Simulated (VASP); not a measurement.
# Mg5CdTe6 (P-4m2) in VASP: a series of runs

Mg5CdTe6 is run at these levels: PBE; tasks: single point.

Everything below comes from runs of VASP 6.6.1. Logs are shortened: lines on timing, memory, paths and dates and some standing lists are left out, and cuts for length are marked.

### Step 1. The cell of the first run

The structure is tetragonal, space group P-4m2 (No. 115). The conventional cell has a = 4.620 Å, b = 4.620 Å, c = 19.547 Å, α = 90.00°, β = 90.00°, γ = 90.00°. Mg (site symmetry 2mm) has 4 Te at 2.82 Å within 3.7 Å. Within 3.7 Å of Mg (site symmetry 2mm) lie 4 Te at 2.82 Å. Within 3.7 Å of Mg (site symmetry -4m2) lie 4 Te at 2.82 Å. Cd (site symmetry -4m2) has 4 Te at 2.86 Å within 3.8 Å. Within 3.7 Å of Te (site symmetry 2mm) lie 4 Mg at 2.82 Å. Te (site symmetry 2mm) has 4 Mg at 2.82 Å within 3.7 Å. Te (site symmetry 2mm) has 2 Mg at 2.82 Å and 2 Cd at 2.86 Å within 3.7 Å.

### Step 2. Single point, PBE

INCAR reads:

```
PREC = Accurate
ENCUT = 520
EDIFF = 1E-6
ISMEAR = 0
SIGMA = 0.1
LREAL = F
LASPH = T
NELM = 80
ALGO = Normal
ISIF = 2
LWAVE = F
LCHARG = T
GGA = PE
LELF = T
LVHAR = T
NBANDS = 41
```

KPOINTS reads:

```
regular mesh
0
Gamma
  4 4 1
```

POSCAR reads:

```
Mg5CdTe6
1.0
    4.6198091000      0.0000000000      0.0000000000
    0.0000000000      4.6198091000      0.0000000000
    0.0000000000      0.0000000000     19.5474596000
Mg Cd Te
5 1 6
Direct
    0.0000000000      0.0000000000      0.8314080000
    0.5000000000      0.5000000000      0.6656840000
    0.0000000000      0.0000000000      0.5000000000
    0.5000000000      0.5000000000      0.3343160000
    0.0000000000      0.0000000000      0.1685920000
    0.5000000000      0.5000000000      0.0000000000
    0.5000000000      0.0000000000      0.5828390000
    0.0000000000      0.5000000000      0.4171610000
    0.5000000000      0.0000000000      0.2514470000
    0.0000000000      0.5000000000      0.0862670000
    0.5000000000      0.0000000000      0.9137330000
    0.0000000000      0.5000000000      0.7485530000
```

Potentials or basis: VASP PAW PBE potentials, release 64 (Mg, Cd, Te).

On the command line:

```bash
> cat potpaw_PBE.64/Mg/POTCAR potpaw_PBE.64/Cd/POTCAR potpaw_PBE.64/Te/POTCAR > POTCAR
> mpirun -np 1 vasp_std > vasp.out
```

OUTCAR:

```text
PREC = Accurate
   ENCUT = 520
   EDIFF = 1E-6
   ISMEAR = 0
   LREAL = F
   LASPH = T
   NELM = 80
   ISIF = 2
   GGA = PE

 ion  position               nearest neighbor table
   1  0.000  0.000  0.831-  11 2.82  11 2.82  12 2.82  12 2.82
   2  0.500  0.500  0.666-   7 2.82   7 2.82  12 2.82  12 2.82
   3  0.000  0.000  0.500-   7 2.82   8 2.82   8 2.82   7 2.82
   4  0.500  0.500  0.334-   8 2.82   8 2.82   9 2.82   9 2.82
   5  0.000  0.000  0.169-  10 2.82  10 2.82   9 2.82   9 2.82
   6  0.500  0.500  0.000-  10 2.86  11 2.86  11 2.86  10 2.86
   7  0.500  0.000  0.583-   3 2.82   3 2.82   2 2.82   2 2.82
   8  0.000  0.500  0.417-   3 2.82   3 2.82   4 2.82   4 2.82
   9  0.500  0.000  0.251-   5 2.82   5 2.82   4 2.82   4 2.82
  10  0.000  0.500  0.086-   5 2.82   5 2.82   6 2.86   6 2.86
  11  0.500  0.000  0.914-   1 2.82   1 2.82   6 2.86   6 2.86
  12  0.000  0.500  0.749-   1 2.82   1 2.82   2 2.82   2 2.82

  LATTYP: Found a simple tetragonal cell.
 ALAT       =     4.6198091000
 C/A-ratio  =     4.2312266972

  Lattice vectors:

 A1 = (   4.6198091000,   0.0000000000,   0.0000000000)
 A2 = (   0.0000000000,   4.6198091000,   0.0000000000)
 A3 = (   0.0000000000,   0.0000000000,  19.5474596000)

Analysis of symmetry for initial positions (statically):
=====================================================================
 Subroutine PRICEL returns:
 Original cell was already a primitive cell.

 Routine SETGRP: Setting up the symmetry group for a
 simple tetragonal supercell.

 Subroutine GETGRP returns: Found  8 space group operations
 (whereof  8 operations were pure point group operations)
 out of a pool of 16 trial point group operations.

The static configuration has the point symmetry D_2d.

Analysis of symmetry for dynamics (positions and initial velocities):
=====================================================================
 Subroutine PRICEL returns:
 Original cell was already a primitive cell.

 Routine SETGRP: Setting up the symmetry group for a
 simple tetragonal supercell.

 Subroutine GETGRP returns: Found  8 space group operations
 (whereof  8 operations were pure point group operations)
 out of a pool of 16 trial point group operations.

The dynamic configuration has the point symmetry D_2d.

 Subroutine INISYM returns: Found  8 space group operations
 (whereof  8 operations are pure point group operations),
 and found     1 'primitive' translations

----------------------------------------------------------------------------------------

                                     Primitive cell

  volume of cell :     417.1943

  direct lattice vectors                    reciprocal lattice vectors
     4.619809100  0.000000000  0.000000000     0.216459161  0.000000000  0.000000000
     0.000000000  4.619809100  0.000000000     0.000000000  0.216459161  0.000000000
     0.000000000  0.000000000 19.547459600     0.000000000  0.000000000  0.051157543

  length of vectors
     4.619809100  4.619809100 19.547459600     0.216459161  0.216459161  0.051157543

  position of ions in fractional coordinates (direct lattice)
     0.000000000  0.000000000  0.831408000
     0.500000000  0.500000000  0.665684000
     0.000000000  0.000000000  0.500000000
     0.500000000  0.500000000  0.334316000
     0.000000000  0.000000000  0.168592000
     0.500000000  0.500000000  0.000000000
     0.500000000  0.000000000  0.582839000
     0.000000000  0.500000000  0.417161000
     0.500000000  0.000000000  0.251447000
     0.000000000  0.500000000  0.086267000
     0.500000000  0.000000000  0.913733000
     0.000000000  0.500000000  0.748553000

  ion indices of the primitive-cell ions
   primitive index   ion index
                 1           1
                 2           2
                 3           3
                 4           4
                 5           5
                 6           6
                 7           7
                 8           8
                 9           9
                10          10
                11          11
                12          12

----------------------------------------------------------------------------------------

 KPOINTS: regular mesh

Automatic generation of k-mesh.
 Grid dimensions read from file:
 generate k-points for:    4    4    1

 Generating k-lattice:

  Cartesian coordinates                     Fractional coordinates (reciprocal lattice)
     0.054114790  0.000000000  0.000000000     0.250000000  0.000000000  0.000000000
     0.000000000  0.054114790  0.000000000     0.000000000  0.250000000  0.000000000
     0.000000000  0.000000000  0.051157543     0.000000000  0.000000000  1.000000000

  Length of vectors
     0.054114790  0.054114790  0.051157543

  Shift w.r.t. Gamma in fractional coordinates (k-lattice)
     0.000000000  0.000000000  0.000000000

 Subroutine IBZKPT returns following result:
 ===========================================

 Found      6 irreducible k-points:

 Following reciprocal coordinates:
            Coordinates               Weight
  0.000000  0.000000  0.000000      1.000000
  0.250000  0.000000  0.000000      4.000000
  0.500000  0.000000  0.000000      2.000000
  0.250000  0.250000  0.000000      4.000000
  0.500000  0.250000  0.000000      4.000000
  0.500000  0.500000  0.000000      1.000000
   k-points           NKPTS =      6   k-points in BZ     NKDIM =      6   number of bands    NBANDS=     41
   number of dos      NEDOS =    301   number of ions     NIONS =     12
   total plane-waves  NPLWV = 194400
   dimension x,y,z NGX =    36 NGY =   36 NGZ =  150
   dimension x,y,z NGXF=    72 NGYF=   72 NGZF=  300
   ions per type =               5   1   6
   NGX,Y,Z   is equivalent  to a cutoff of  12.95, 12.95, 12.76 a.u.
   NGXF,Y,Z  is equivalent  to a cutoff of  25.91, 25.91, 25.51 a.u.
 SYSTEM =  unknown system
   PREC   = accura    normal or accurate (medium, high low for compatibility)
   ISTART =      0    job   : 0-new  1-cont  2-samecut
   ICHARG =      2    charge: 1-file 2-atom 10-const
   ISPIN  =      1    spin polarized calculation?
   LNONCOLLINEAR =      F non collinear calculations
   LSORBIT =      F    spin-orbit coupling
   LASPH  =      T    aspherical Exc in radial PAW
   ENCUT  =  520.0 eV  38.22 Ry    6.18 a.u.   8.59  8.59 36.35*2*pi/ulx,y,z
   NELM   =     80;   NELMIN=  2; NELMDL= -5     # of ELM steps
   EDIFF  = 0.1E-05   stopping-criterion for ELM
   LREAL  =      F    real-space projection
   EDIFFG = 0.1E-04   stopping-criterion for IOM
   NSW    =      0    number of steps for IOM
   IBRION =     -1    ionic relax: 0-MD 1-quasi-New 2-CG
   NFREE  =      0    steps in history (QN), initial steepest desc. (CG)
   ISIF   =      2    stress and relaxation
   ISYM   =      2    0-nonsym 1-usesym 2-fastsym
   POTIM  = 0.5000    time-step for ionic-motion
   TEBEG  =    0.0;   TEEND  =   0.0 temperature during run
   PSTRESS=    0.0 pullay stress
   NELECT =      58.0000    total number of electrons
   NUPDOWN=      -1.0000    fix difference up-down
   EMIN   =  10.00;   EMAX   =-10.00  energy-range for DOS
   EFERMI =   0.00;   METHOD = LEGACY
   ISMEAR =     0;   SIGMA  =   0.10  broadening in eV -4-tet -1-fermi 0-gaus
   EFERMI_NEDOS =   21; number of points for ismear=-14 and -15
   IALGO  =     38    algorithm
   IMIX   =      4    mixing-type and parameters
     AMIX     =   0.40;   BMIX     =  1.00
     AMIX_MAG =   1.60;   BMIX_MAG =  1.00
  volume/ion in A,a.u.               =      34.77       234.61
  Fermi-wavevector in a.u.,A,eV,Ry     =   0.848082  1.602643  9.785905  0.719244
  Thomas-Fermi vector in A             =   1.963690
   LORBIT       =      0    0 simple, 1 ext, 2 COOP (PROOUT), +10 PAW based schemes
   GGA     = PE    functional components
   LHFCALC =     F    Hartree Fock is set to
   AEXX    =    0.0000 exact exchange contribution
   IVDW    =     0    specifies the selected vdW correction
   LEPSILON=     F    determine dielectric tensor
   LRPA    =     F    only Hartree local field effects (RPA)
 non-spin polarized calculation
 Gauss-broadening in eV      SIGMA  =   0.10
  energy-cutoff  :      520.00
  volume of cell :      417.19
 maximum number of plane-waves:     11263
 NGX is ok and might be reduce to    36
   NGX = 17   NGY = 17   NGZ = 73

 number of electron      57.9999995 magnetization

 Free energy of the ion-electron system (eV)
  ---------------------------------------------------
  ext. energy  EPLUGINS =         0.00000000
  ---------------------------------------------------
  free energy    TOTEN  =       -36.75426982 eV

  energy without entropy =      -36.75426982  energy(sigma->0) =      -36.75426982

 E-fermi :   2.2367     XC(G=0):  -7.8564

 val. band max:        1.7986425502   @ k =   0.0000   0.0000   0.0000
 cond. band min:       3.6891403695   @ k =   0.0000   0.0000   0.0000
 fundamental gap:      1.8904978193
 Fermi energy:         2.2367025664

 k-point     1 :       0.0000    0.0000    0.0000
  band No.  band energies     occupation
      1      -8.5016      2.00000
      2      -8.3426      2.00000
      3      -8.3316      2.00000
      4      -8.0544      2.00000
      5      -7.9302      2.00000
      6      -7.7533      2.00000
[... 33 lines left out ...]
     40       6.1904      0.00000
     41       7.0186      0.00000

 k-point     2 :       0.2500    0.0000    0.0000
  band No.  band energies     occupation
      1      -8.3464      2.00000
      2      -8.2190      2.00000
      3      -8.1913      2.00000
      4      -8.0013      2.00000
      5      -7.8838      2.00000
      6      -7.7580      2.00000
[... 165 lines left out ...]
     40       7.0234      0.00000
     41       7.0617      0.00000

 k-point     6 :       0.5000    0.5000    0.0000
  band No.  band energies     occupation
      1      -7.9802      2.00000
      2      -7.9802      2.00000
      3      -7.7110      2.00000
      4      -7.7110      2.00000
      5      -7.7070      2.00000
      6      -7.7070      2.00000
[... 33 lines left out ...]
     40       6.3369      0.00000
     41       6.5032      0.00000

------------------------ aborting loop because EDIFF is reached ----------------------------------------

  FORCE on cell =-STRESS in cart. coord.  units (eV):
  Direction    XX          YY          ZZ          XY          YZ          ZX
  --------------------------------------------------------------------------------------
  -------------------------------------------------------------------------------------
  Total        0.2244725      0.2244725     -0.1609671      0.0000000      0.0000000      0.0000000
  in kB        0.8620558      0.8620558     -0.6181718      0.0000000      0.0000000      0.0000000
  external PRESSURE =       0.3686466 kB  Pullay stress =       0.0000000 kB

 VOLUME and BASIS-vectors are now :
 -----------------------------------------------------------------------------
  energy-cutoff  :      520.00
  volume of cell :      417.19
      direct lattice vectors                 reciprocal lattice vectors
     4.619809100  0.000000000  0.000000000     0.216459161  0.000000000  0.000000000
     0.000000000  4.619809100  0.000000000     0.000000000  0.216459161  0.000000000
     0.000000000  0.000000000 19.547459600     0.000000000  0.000000000  0.051157543

 POSITION                                       TOTAL-FORCE (eV/Angst)
 -----------------------------------------------------------------------------------
      0.00000      0.00000     16.25191         0.000000     -0.000000      0.002869
      2.30990      2.30990     13.01243         0.000000      0.000000      0.001025
      0.00000      0.00000      9.77373         0.000000     -0.000000      0.000000
      2.30990      2.30990      6.53503        -0.000000     -0.000000     -0.001025
      0.00000      0.00000      3.29555         0.000000     -0.000000     -0.002869
      2.30990      2.30990      0.00000         0.000000     -0.000000      0.000000
      2.30990      0.00000     11.39302         0.000000     -0.000000     -0.000127
      0.00000      2.30990      8.15444         0.000000     -0.000000      0.000127
      2.30990      0.00000      4.91515        -0.000000     -0.000000      0.000111
      0.00000      2.30990      1.68630         0.000000     -0.000000      0.029085
      2.30990      0.00000     17.86116         0.000000     -0.000000     -0.029085
      0.00000      2.30990     14.63231         0.000000     -0.000000     -0.000111
 -----------------------------------------------------------------------------------
    total drift:                                0.000000      0.000000      0.000000

  FREE ENERGIE OF THE ION-ELECTRON SYSTEM (eV)
  ---------------------------------------------------
  free  energy   TOTEN  =       -36.7542698173 eV

  energy  without entropy=      -36.7542698173  energy(sigma->0) =      -36.75426982
```

Run time: 2.6 min. Hardware: 1 thread of Intel Xeon Platinum 8259CL at 2.50GHz (Skylake/Cascade Lake), shared host; peak memory 0.5 GiB.

Results:

| Quantity | Value |
| --- | --- |
| Free energy | -36.7543 eV |
| Pressure | 0.0 GPa |
| Largest force | 0.029 eV/Å |
| Band gap on the k mesh | 1.89 eV |

Forces on the atoms (eV/Å):
```
Mg   0.000  0.000  0.003
Mg   0.000  0.000  0.001
Mg   0.000  0.000  0.000
Mg   0.000  0.000 -0.001
Mg   0.000  0.000 -0.003
Cd   0.000  0.000  0.000
Te   0.000  0.000  0.000
Te   0.000  0.000  0.000
Te   0.000  0.000  0.000
Te   0.000  0.000  0.029
Te   0.000  0.000 -0.029
Te   0.000  0.000  0.000
```

Stress tensor (GPa, compression positive):
```
 0.09  0.00  0.00
 0.00  0.09  0.00
 0.00  0.00 -0.06
```

Caveat: spin-orbit coupling is left out, which moves the levels of the heavy elements.

(Continued in part 2 of 2.)
